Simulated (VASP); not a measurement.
ZnSe: single point with PBE

The system is ZnSe.

```
Zn Se
1.0
     3.33769    0.00000    0.00000
     0.00000    3.33769    0.00000
     0.00000    0.00000    3.33769
Zn Se
1 1
Cartesian
  1.6688 1.6688 1.6688
  0.0000 0.0000 0.0000
```

| Item | Value |
| --- | --- |
| Program | VASP 6.6.1 |
| Task | single point |
| Functional | PBE |
| Potentials or basis | VASP PAW PBE potentials, release 64 (Zn, Se) |
| Cutoff | 500 eV |
| k mesh | 5 × 5 × 5 |
| Occupations | fermi-dirac, width 0.1 eV |
| Spin | no spin polarisation |
| Dipole correction | no |
| Further INCAR settings | ALGO = Normal; EDIFF = 1e-06; NBANDS = 16 |

| Property | Result |
| --- | --- |
| Pressure | 0.1 GPa |
| Band gap on the k mesh | zero (band 9 reaches 4.14 eV, above the bottom of band 10 at 2.76 eV) |

Levels at points of the mesh, in eV from the Fermi level:
```
           k point  band 7  band 8  band 9  band 10  band 11  band 12
(0.00, 0.00, 0.00)   -1.25   -1.25   -1.25    -1.23     5.81     5.81
```

Run time: 2.7 s on 1 thread of Intel(R) Xeon(R) 6975P-C (Granite Rapids), with other jobs on the host, peak memory 0.13 GiB.

Caveat: the k points lie up to 0.38 Å⁻¹ apart.
